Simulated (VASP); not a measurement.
Write the native input for VASP 6.6.1 that does the following.

| Quantity | Value |
| --- | --- |
| Task | single point |
| Functional | PBE |
| Potentials or basis | VASP PAW PBE potentials, release 64 (Ge_d) |
| Cutoff | 520 eV |
| k mesh | 10 × 8 × 16 |
| Occupations | gaussian, width 0.1 eV |
| Spin | no spin polarisation |
| Dipole correction | no |
| Further INCAR settings | ALGO = Normal; EDIFF = 1e-07; NBANDS = 36 |

The structure of Ge lies in POSCAR:

```
Ge
1.0
    5.1762365950      0.0000000000      0.0000000000
    0.0000000000      5.2282604865      0.0000000000
    0.0000000000      0.0000000000      2.8539160292
Ge
4
Direct
    0.0000266594      0.2500000000      0.6142492185
    0.9999733406      0.7500000000      0.3857507815
    0.4999733406      0.7500000000      0.1142492185
    0.5000266594      0.2500000000      0.8857507815
```

These files were run (other wordings do the same):

INCAR

```
PREC = Accurate ; ENCUT = 520
EDIFF = 1E-7 ; ISMEAR = 0
SIGMA = 0.1 ; LREAL = False
LASPH = True ; NELM = 100
ALGO = Normal ; ISIF = 2
LWAVE = False ; LCHARG = False
GGA = PE ; NBANDS = 36
```

KPOINTS

```
Automatic mesh
0
Gamma
  10 8 16
```

Potentials or basis: VASP PAW PBE potentials, release 64 (Ge_d).

The run is started by

```sh
$ cat potpaw_PBE.64/Ge_d/POTCAR > POTCAR
$ mpirun -np 1 vasp_std > vasp.out
```

It gave:

| Quantity | Value |
| --- | --- |
| Pressure | 0.0 GPa |
| Band gap on the k mesh | zero (bands 28 and 29 overlap by 3.41 eV) |

It took 8.6 min on 1 thread of Intel(R) Xeon(R) Platinum 8259CL CPU @ 2.50GHz (Skylake/Cascade Lake), on a shared host, peak memory 0.58 GiB.
